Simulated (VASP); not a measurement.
Wanted: the native input for a VASP 6.6.1 run.

| Property | Result |
| --- | --- |
| Task | G0W0 quasiparticle levels |
| Functional | PBE |
| Potentials or basis | VASP PAW PBE potentials, release 64 (Be_GW, Te_GW) |
| Cutoff | 500 eV |
| k mesh | 4 × 4 × 4 |
| Occupations | gaussian, width 0.01 eV |
| Spin | no spin polarisation |
| Dipole correction | no |
| GW scheme | G0W0 |
| GW iterations | 1 |
| Cutoff of the response function | 150 |
| Frequency points | 96 |
| Empty bands | 196 |
| Further INCAR settings | ALGO = EVGW0; EDIFF = 1e-08; NBANDS = 200 |

Crystal: BeTe.

```
Be Te
1.0
     0.00000    2.82862    2.94177
     2.82862    0.00000    2.94177
     2.82862    2.82862    0.00000
Be Te
1 1
Direct
  0.00000 0.00000 0.00000
  0.25000 0.25000 0.25000
```

The input as run:

POSCAR

```
BeTe
1.0
    0.0000000000      2.8286236255      2.9417685705
    2.8286236255      0.0000000000      2.9417685705
    2.8286236255      2.8286236255      0.0000000000
Be Te
1 1
Direct
    0.0000000000      0.0000000000      0.0000000000
    0.2500000000      0.2500000000      0.2500000000
```

INCAR.step1

```
SYSTEM = BeTe
ALGO = Normal ; EDIFF = 1E-8
ENCUT = 500 ; GGA = PE
ISMEAR = 0 ; LASPH = .TRUE.
LCHARG = .FALSE. ; LREAL = .FALSE.
LWAVE = .TRUE. ; NELM = 80
PREC = Accurate ; SIGMA = 0.01
```

INCAR.step2

```
SYSTEM = BeTe
ALGO = Exact ; EDIFF = 1E-8
ENCUT = 500 ; GGA = PE
ISMEAR = 0 ; ISTART = 1
LASPH = .TRUE. ; LCHARG = .FALSE.
LOPTICS = .TRUE. ; LREAL = .FALSE.
LWAVE = .TRUE. ; NBANDS = 200
NELM = 1 ; PREC = Accurate
SIGMA = 0.01
```

INCAR.step3

```
SYSTEM = BeTe
ALGO = EVGW0 ; EDIFF = 1E-8
ENCUT = 500 ; ENCUTGW = 150.0
GGA = PE ; ISMEAR = 0
ISTART = 1 ; LASPH = .TRUE.
LCHARG = .FALSE. ; LREAL = .FALSE.
LWAVE = .FALSE. ; NBANDS = 200
NBANDSGW = 12 ; NELMGW = 1
NOMEGA = 96 ; OMEGAMAX = 20
PREC = Accurate ; PRECFOCK = Fast
SIGMA = 0.01
```

KPOINTS

```
k-points
0
G
  4 4 4
  0 0 0
```

Potentials or basis: VASP PAW PBE potentials, release 64 (Be_GW, Te_GW).

Command:

```sh
$ cat potpaw_PBE.64/Be_GW/POTCAR potpaw_PBE.64/Te_GW/POTCAR > POTCAR
$ cp INCAR.step1 INCAR
$ mpirun -np 1 vasp_std > vasp.out
$ cp INCAR.step2 INCAR
$ mpirun -np 1 vasp_std > vasp.out
$ cp INCAR.step3 INCAR
$ mpirun -np 1 vasp_std > vasp.out
```

It gave:

```json
{
  "Quasiparticle gap": "2.76 eV",
  "Least direct quasiparticle gap": "4.52 eV",
  "Band gap of the starting levels on the mesh": "1.94 eV",
  "Least direct gap of the starting levels on the mesh": "3.36 eV"
}
```

Caveat: the k points lie up to 0.47 Å⁻¹ apart; bands, screening cutoff and mesh are small and nothing is extrapolated, so the quasiparticle values aren't converged; spin-orbit coupling is left out, which moves the levels of the heavy elements.

Run time: 4.2 min on 1 thread of AMD EPYC 9R45 96-Core Processor (Zen 5), with other jobs on the host, peak memory 0.6 GiB.
